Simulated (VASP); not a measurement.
# BN (P3m1) in VASP: further runs, part 2 of 3

VASP 6.6.1.

## (3) Single point, LDA (atom 1 (B) moved +0.150 Å along Cartesian [0 0 1])

INCAR reads:

```
SYSTEM = BN
ALGO     = Normal         ! electronic algorithm
EDIFF    = 1E-6           ! SCF threshold, eV
ENCUT    = 520            ! plane-wave cutoff, eV
GGA      = CA             ! functional
ISIF     = 2              ! what is computed and relaxed
ISMEAR   = 0              ! smearing method
LASPH    = .True.         ! aspherical terms in the spheres
LCHARG   = .False.        ! write CHGCAR
LREAL    = .False.        ! projectors in reciprocal space
LWAVE    = .False.        ! write WAVECAR
NBANDS   = 16             ! bands
NELM     = 80             ! most SCF steps
PREC     = Accurate       ! precision mode
SIGMA    = 0.05           ! smearing width, eV
```

KPOINTS reads:

```
k-points
0
Gamma
  12 12 6
  0 0 0
```

POSCAR reads:

```
BN
1.0
    2.5539396017      0.0000000000      0.0000000000
   -1.2769698009      2.2117765748      0.0000000000
    0.0000000000      0.0000000000      4.2268550000
B N
2 2
Direct
    0.6666666667      0.3333333333      1.0352113777
    0.3333333333      0.6666666667      0.4997240000
    0.6666666667      0.3333333333      0.6252760000
    0.3333333333      0.6666666667      0.1252760000
```

Potentials or basis: VASP PAW LDA potentials, release 64 (B, N).

Started as:

```bash
$ cat potpaw_LDA.64/B/POTCAR potpaw_LDA.64/N/POTCAR > POTCAR
$ mpirun -np 1 vasp_std > vasp.out
```

OUTCAR:

```text
SYSTEM = BN
   EDIFF = 1E-6
   ENCUT = 520
   GGA = CA
   ISIF = 2
   ISMEAR = 0
   LASPH = .True.
   LREAL = .False.
   NELM = 80
   PREC = Accurate

 ion  position               nearest neighbor table
   1  0.667  0.333  0.035-   4 1.52   4 1.52   4 1.52   3 1.73
   2  0.333  0.667  0.500-   3 1.57   3 1.57   3 1.57   4 1.58
   3  0.667  0.333  0.625-   2 1.57   2 1.57   2 1.57   1 1.73
   4  0.333  0.667  0.125-   1 1.52   1 1.52   1 1.52   2 1.58

  LATTYP: Found a hexagonal cell.
 ALAT       =     2.5539396017
 C/A-ratio  =     1.6550332659

  Lattice vectors:

 A1 = (   2.5539396017,   0.0000000000,   0.0000000000)
 A2 = (  -1.2769698009,   2.2117765748,   0.0000000000)
 A3 = (   0.0000000000,   0.0000000000,   4.2268550000)

Analysis of symmetry for initial positions (statically):
=====================================================================
 Subroutine PRICEL returns:
 Original cell was already a primitive cell.

 Routine SETGRP: Setting up the symmetry group for a
 hexagonal supercell.

 Subroutine GETGRP returns: Found  6 space group operations
 (whereof  6 operations were pure point group operations)
 out of a pool of 24 trial point group operations.

The static configuration has the point symmetry C_3v.

Analysis of symmetry for dynamics (positions and initial velocities):
=====================================================================
 Subroutine PRICEL returns:
 Original cell was already a primitive cell.

 Routine SETGRP: Setting up the symmetry group for a
 hexagonal supercell.

 Subroutine GETGRP returns: Found  6 space group operations
 (whereof  6 operations were pure point group operations)
 out of a pool of 24 trial point group operations.

The dynamic configuration has the point symmetry C_3v.

 Subroutine INISYM returns: Found  6 space group operations
 (whereof  6 operations are pure point group operations),
 and found     1 'primitive' translations

----------------------------------------------------------------------------------------

                                     Primitive cell

  volume of cell :      23.8764

  direct lattice vectors                    reciprocal lattice vectors
     2.553939602  0.000000000  0.000000000     0.391551938  0.226062617  0.000000000
    -1.276969801  2.211776575  0.000000000     0.000000000  0.452125233  0.000000000
     0.000000000  0.000000000  4.226855000     0.000000000  0.000000000  0.236582518

  length of vectors
     2.553939602  2.553939602  4.226855000     0.452125233  0.452125233  0.236582518

  position of ions in fractional coordinates (direct lattice)
     0.666666667  0.333333333  0.035211378
     0.333333333  0.666666667  0.499724000
     0.666666667  0.333333333  0.625276000
     0.333333333  0.666666667  0.125276000

  ion indices of the primitive-cell ions
   primitive index   ion index
                 1           1
[... 21 lines left out ...]

  Shift w.r.t. Gamma in fractional coordinates (k-lattice)
     0.000000000  0.000000000  0.000000000

 Subroutine IBZKPT returns following result:
 ===========================================

 Found    100 irreducible k-points:

 Following reciprocal coordinates:
            Coordinates               Weight
  0.000000  0.000000  0.000000      1.000000
  0.083333  0.000000  0.000000      6.000000
  0.166667  0.000000  0.000000      6.000000
  0.250000  0.000000  0.000000      6.000000
  0.333333  0.000000  0.000000      6.000000
  0.416667  0.000000  0.000000      6.000000
[... 16 lines left out ...]
  0.166667  0.000000  0.166667      6.000000
  0.000000  0.166667  0.166667      6.000000
 [... further k-points ...]
   k-points           NKPTS =    100   k-points in BZ     NKDIM =    100   number of bands    NBANDS=     16
   number of dos      NEDOS =    301   number of ions     NIONS =      4
   total plane-waves  NPLWV =  12800
   dimension x,y,z NGX =    20 NGY =   20 NGZ =   32
   dimension x,y,z NGXF=    40 NGYF=   40 NGZF=   64
   ions per type =               2   2
   NGX,Y,Z   is equivalent  to a cutoff of  13.02, 13.02, 12.59 a.u.
   NGXF,Y,Z  is equivalent  to a cutoff of  26.04, 26.04, 25.17 a.u.
 SYSTEM =  BN
   PREC   = accura    normal or accurate (medium, high low for compatibility)
   ISTART =      0    job   : 0-new  1-cont  2-samecut
   ICHARG =      2    charge: 1-file 2-atom 10-const
   ISPIN  =      1    spin polarized calculation?
   LNONCOLLINEAR =      F non collinear calculations
   LSORBIT =      F    spin-orbit coupling
   LASPH  =      T    aspherical Exc in radial PAW
   ENCUT  =  520.0 eV  38.22 Ry    6.18 a.u.   4.75  4.75  7.86*2*pi/ulx,y,z
   NELM   =     80;   NELMIN=  2; NELMDL= -5     # of ELM steps
   EDIFF  = 0.1E-05   stopping-criterion for ELM
   LREAL  =      F    real-space projection
   EDIFFG = 0.1E-04   stopping-criterion for IOM
   NSW    =      0    number of steps for IOM
   IBRION =     -1    ionic relax: 0-MD 1-quasi-New 2-CG
   NFREE  =      0    steps in history (QN), initial steepest desc. (CG)
   ISIF   =      2    stress and relaxation
   ISYM   =      2    0-nonsym 1-usesym 2-fastsym
   POTIM  = 0.5000    time-step for ionic-motion
   TEBEG  =    0.0;   TEEND  =   0.0 temperature during run
   PSTRESS=    0.0 pullay stress
   NELECT =      16.0000    total number of electrons
   NUPDOWN=      -1.0000    fix difference up-down
   EMIN   =  10.00;   EMAX   =-10.00  energy-range for DOS
   EFERMI =   0.00;   METHOD = LEGACY
   ISMEAR =     0;   SIGMA  =   0.05  broadening in eV -4-tet -1-fermi 0-gaus
   EFERMI_NEDOS =   21; number of points for ismear=-14 and -15
   IALGO  =     38    algorithm
   IMIX   =      4    mixing-type and parameters
     AMIX     =   0.40;   BMIX     =  1.00
     AMIX_MAG =   1.60;   BMIX_MAG =  1.00
  volume/ion in A,a.u.               =       5.97        40.28
  Fermi-wavevector in a.u.,A,eV,Ry     =   1.432600  2.707222 27.923836  2.052344
  Thomas-Fermi vector in A             =   2.552210
   LORBIT       =      0    0 simple, 1 ext, 2 COOP (PROOUT), +10 PAW based schemes
   GGA     = CA    functional components
   LHFCALC =     F    Hartree Fock is set to
   AEXX    =    0.0000 exact exchange contribution
   IVDW    =     0    specifies the selected vdW correction
   LEPSILON=     F    determine dielectric tensor
   LRPA    =     F    only Hartree local field effects (RPA)
 non-spin polarized calculation
 Gauss-broadening in eV      SIGMA  =   0.05
  energy-cutoff  :      520.00
  volume of cell :       23.88
 maximum number of plane-waves:       660
 NGX is ok and might be reduce to    20
   NGX =  9   NGY =  9   NGZ = 15

 number of electron      16.0000003 magnetization

 Free energy of the ion-electron system (eV)
  ---------------------------------------------------
  ext. energy  EPLUGINS =         0.00000000
  ---------------------------------------------------
  free energy    TOTEN  =       -38.40194886 eV

  energy without entropy =      -38.40194886  energy(sigma->0) =      -38.40194886

 E-fermi :   8.0308     XC(G=0): -13.0398

 val. band max:        7.8126782893   @ k =   0.0000   0.0000   0.0000
 cond. band min:      13.0859440906   @ k =   0.5000   0.0000   0.5000
 fundamental gap:      5.2732658013
 Fermi energy:         8.0307803033

 k-point     1 :       0.0000    0.0000    0.0000
  band No.  band energies     occupation
      1     -12.8723      2.00000
      2      -8.4562      2.00000
      3      -3.3033      2.00000
      4       4.8018      2.00000
      5       4.8018      2.00000
      6       7.3315      2.00000
[... 433 lines left out ...]
      3      -1.8942      2.00000
      4       2.7067      2.00000
      5       3.9745      2.00000
      6       5.0499      2.00000
[... 8 lines left out ...]
     15      20.2962      0.00000
     16      22.3077      0.00000

 [... further k-points ...]

------------------------ aborting loop because EDIFF is reached ----------------------------------------

  FORCE on cell =-STRESS in cart. coord.  units (eV):
  Direction    XX          YY          ZZ          XY          YZ          ZX
  --------------------------------------------------------------------------------------
  -------------------------------------------------------------------------------------
  Total       -1.5165077     -1.5165077     -1.0982981      0.0000000      0.0000000     -0.0000000
  in kB     -101.7620823   -101.7620823    -73.6989974      0.0000000      0.0000000     -0.0000000
  external PRESSURE =     -92.4077206 kB  Pullay stress =       0.0000000 kB

 VOLUME and BASIS-vectors are now :
 -----------------------------------------------------------------------------
  energy-cutoff  :      520.00
  volume of cell :       23.88
      direct lattice vectors                 reciprocal lattice vectors
     2.553939602  0.000000000  0.000000000     0.391551938  0.226062617  0.000000000
    -1.276969801  2.211776575  0.000000000     0.000000000  0.452125233  0.000000000
     0.000000000  0.000000000  4.226855000     0.000000000  0.000000000  0.236582518

 POSITION                                       TOTAL-FORCE (eV/Angst)
 -----------------------------------------------------------------------------------
      1.27697      0.73726      0.14883        -0.000000      0.000000     -3.944578
     -0.00000      1.47452      2.11226        -0.000000     -0.000000      1.713343
      1.27697      0.73726      2.64295         0.000000     -0.000000      0.336516
     -0.00000      1.47452      0.52952         0.000000     -0.000000      1.894719
 -----------------------------------------------------------------------------------
    total drift:                               -0.000000     -0.000000     -0.000585

  FREE ENERGIE OF THE ION-ELECTRON SYSTEM (eV)
  ---------------------------------------------------
  free  energy   TOTEN  =       -38.4019488628 eV

  energy  without entropy=      -38.4019488628  energy(sigma->0) =      -38.40194886
```

Wall time 11 s (1 thread of Intel Xeon 6975P-C (Granite Rapids), shared host); peak memory 0.14 GiB.

What came out:

```
Free energy            : -38.4019 eV
Pressure               : -9.2 GPa
Largest force          : 3.945 eV/Å
Band gap on the k mesh : 5.27 eV, indirect (least direct gap 7.52 eV)
```

Forces on the atoms (eV/Å):
```
B    0.000  0.000 -3.945
B    0.000  0.000  1.713
N    0.000  0.000  0.337
N    0.000  0.000  1.895
```

Levels at points of the mesh, in eV from the valence-band top:
```
           k point  band 4  band 5  band 6  band 7  band 8  band 9  band 10  band 11  band 12  band 13
(0.00, 0.00, 0.00)   -3.01   -3.01   -0.48   -0.48    0.00    7.52     7.89     7.89     8.87    10.52
(0.50, 0.00, 0.00)   -8.19   -7.03   -5.82   -4.25   -2.74    6.04     7.50    10.88    11.02    11.64
(0.00, 0.00, 0.50)   -5.08   -2.65   -2.65   -1.02   -1.02    8.22     8.90     8.90     9.43     9.69
(0.50, 0.00, 0.50)   -9.88   -5.28   -4.04   -3.63   -2.97    5.27     6.25     8.85     9.52    13.72
```

Caveat: the cell differs from its parent crystal (atom 1 (B) moved +0.150 Å along Cartesian [0 0 1]); forces of over 1 eV/Å act on the atoms, so gaps and moduli don't describe the material at rest. A k mesh can miss the band edges.

## (4) Single point, LDA (atom 1 (B) moved +0.200 Å along Cartesian [0 0 1])

INCAR reads:

```
SYSTEM = BN
PREC = Accurate
ENCUT = 520
EDIFF = 1E-6
ISMEAR = 0
SIGMA = 0.05
LREAL = .FALSE.
LASPH = .TRUE.
NELM = 80
ALGO = Normal
ISIF = 2
LWAVE = .FALSE.
LCHARG = .FALSE.
NBANDS = 16
```

KPOINTS reads:

```
regular mesh
0
G
  12 12 6
  0 0 0
```

Edit POSCAR of step 3 so:

```diff
@@ -8,3 +8,3 @@
 Direct
-    0.6666666667      0.3333333333      1.0352113777
+    0.6666666667      0.3333333333      1.0470405036
     0.3333333333      0.6666666667      0.4997240000
```

Started as:

```bash
$ cat potpaw_LDA.64/B/POTCAR potpaw_LDA.64/N/POTCAR > POTCAR
$ mpirun -np 1 vasp_std > vasp.out
```

Wall time 11 s (1 thread of Intel Xeon 6975P-C (Granite Rapids), shared host); peak memory 0.14 GiB.

It converged, with:

| Quantity | Value |
| --- | --- |
| Free energy | -38.1827 eV |
| Pressure | -7.1 GPa |
| Largest force | 4.786 eV/Å |
| Band gap on the k mesh | 4.75 eV, indirect (least direct gap 7.34 eV) |

Forces in eV/Å, atoms in the order of the input:
```
B    0.000  0.000 -4.786
B    0.000  0.000  2.262
N    0.000  0.000  0.179
N    0.000  0.000  2.345
```

Stress tensor (GPa, compression positive):
```
-8.76  0.00  0.00
 0.00 -8.76  0.00
 0.00  0.00 -3.83
```

Levels at points of the mesh, in eV from the valence-band top:
```csv
k point,band 5,band 6,band 7,band 8,band 9,band 10,band 11,band 12
"(0.00, 0.00, 0.00)",-3.43,-0.61,-0.61,0.00,7.34,7.71,7.71,8.58
"(0.50, 0.00, 0.00)",-7.15,-6.23,-4.24,-2.91,5.79,7.28,10.50,11.14
"(0.00, 0.00, 0.50)",-3.16,-3.16,-1.05,-1.05,7.86,8.58,8.58,9.35
"(0.50, 0.00, 0.50)",-5.80,-4.23,-3.67,-2.81,4.75,6.10,8.49,9.39
```

Caveat: the cell differs from its parent crystal (atom 1 (B) moved +0.200 Å along Cartesian [0 0 1]); forces of over 1 eV/Å act on the atoms, so gaps and moduli don't describe the material at rest. A k mesh can miss the band edges.

## (5) Single point, LDA (atom 1 (B) moved -0.150 Å along Cartesian [0 0 1])

INCAR reads:

```
PREC     = Accurate       # precision mode
ENCUT    = 520            # plane-wave cutoff, eV
EDIFF    = 1E-7           # SCF threshold, eV
ISMEAR   = 0              # smearing method
SIGMA    = 0.05           # smearing width, eV
LREAL    = F              # projectors in reciprocal space
LASPH    = T              # aspherical terms in the spheres
NELM     = 100            # most SCF steps
ALGO     = Normal         # electronic algorithm
ISIF     = 2              # what is computed and relaxed
LWAVE    = F              # write WAVECAR
LCHARG   = F              # write CHGCAR
NBANDS   = 16             # bands
```

KPOINTS reads:

```
regular mesh
0
Gamma
  12 12 6
```

Edit POSCAR of step 4 so:

```diff
@@ -8,3 +8,3 @@
 Direct
-    0.6666666667      0.3333333333      1.0470405036
+    0.6666666667      0.3333333333      0.9642366223
     0.3333333333      0.6666666667      0.4997240000
```

Started as:

```bash
$ cat potpaw_LDA.64/B/POTCAR potpaw_LDA.64/N/POTCAR > POTCAR
$ mpirun -np 1 vasp_std > vasp.out
```

Run time: 12 s. Hardware: 1 thread of Intel Xeon 6975P-C (Granite Rapids), shared host; peak memory 0.14 GiB.

Results (log left out):

| Property | Result |
| --- | --- |
| Free energy | -38.2724 eV |
| Pressure | -9.3 GPa |
| Largest force | 6.485 eV/Å |
| Band gap on the k mesh | 3.46 eV, indirect (least direct gap 7.15 eV) |

Forces in eV/Å, atoms in the order of the input:
```
B    0.000  0.000  6.485
B    0.000  0.000 -1.730
N    0.000  0.000 -2.452
N    0.000  0.000 -2.303
```

Stress tensor (GPa, compression positive):
```
-11.39   0.00   0.00
  0.00 -11.39   0.00
  0.00   0.00  -5.06
```

Levels at points of the mesh, in eV from the valence-band top:
```csv
k point,band 5,band 6,band 7,band 8,band 9,band 10,band 11,band 12
"(0.00, 0.00, 0.00)",-3.00,-1.79,0.00,0.00,7.24,7.24,8.35,8.87
"(0.50, 0.00, 0.00)",-7.85,-5.75,-5.56,-2.02,5.85,6.60,8.64,10.35
"(0.00, 0.00, 0.50)",-2.59,-2.59,-0.70,-0.70,7.96,8.56,8.56,9.48
"(0.50, 0.00, 0.50)",-5.12,-5.09,-4.08,-3.21,5.36,5.84,9.25,10.06
```

Caveat: the cell differs from its parent crystal (atom 1 (B) moved -0.150 Å along Cartesian [0 0 1]); forces of over 1 eV/Å act on the atoms, so gaps and moduli don't describe the material at rest. A k mesh can miss the band edges.

(Part 2 of 3 ends here.)
